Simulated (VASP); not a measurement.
Write the native input for VASP 6.6.1 that does the following.

- Task: single point
- Functional: PBEsol
- Potentials or basis: VASP PAW PBE potentials, release 64 (In_d, Se)
- Cutoff: 520 eV
- k mesh: 7 × 7 × 2
- Occupations: fermi-dirac, width 0.05 eV
- Spin: no spin polarisation
- Dipole correction: no
- Further INCAR settings: ALGO = Normal; EDIFF = 1e-06; NBANDS = 48

The structure of InSe lies in POSCAR:

```
InSe
1.0
    3.9663827288      0.0000000000      0.0000000000
   -1.9831913644      3.4349882043      0.0000000000
    0.0000000000      0.0000000000     18.0520649100
In Se
4 4
Direct
    0.3333333333      0.6666666667      0.0773904900
    0.3333333333      0.6666666667      0.9226095100
    0.0000000000      0.0000000000      0.4226063200
    0.0000000000      0.0000000000      0.5773936800
    0.3333333333      0.6666666667      0.3529842800
    0.3333333333      0.6666666667      0.6470157200
    0.6666666667      0.3333333333      0.1469999300
    0.6666666667      0.3333333333      0.8530000700
```

These files were run (other wordings do the same):

INCAR

```
ALGO = Normal
EDIFF = 1E-6
ENCUT = 520
GGA = PS
ISIF = 2
ISMEAR = -1
LASPH = T
LCHARG = F
LREAL = F
LWAVE = F
NBANDS = 48
NELM = 60
PREC = Accurate
SIGMA = 0.05
```

KPOINTS

```
k-points
0
Gamma
  7 7 2
```

Potentials or basis: VASP PAW PBE potentials, release 64 (In_d, Se).

Launch:

```bash
$ cat potpaw_PBE.64/In_d/POTCAR potpaw_PBE.64/Se/POTCAR > POTCAR
$ mpirun -np 1 vasp_std > vasp.out
```

Results of the run:

The pressure is 1.3 GPa and the largest force is 0.408 eV/Å. The band gap on the k mesh is 0.87 eV, direct.

Caveat: the PAW data sets were made with another functional, which shifts forces and pressure a little; spin-orbit coupling is left out, which moves the levels of the heavy elements; this functional lacks dispersion, which binds the layers, so the pressure and a relaxed spacing across them are unreliable.

Wall time 2.4 min on 1 thread of Intel(R) Xeon(R) 6975P-C (Granite Rapids) (shared host), peak memory 0.42 GiB.
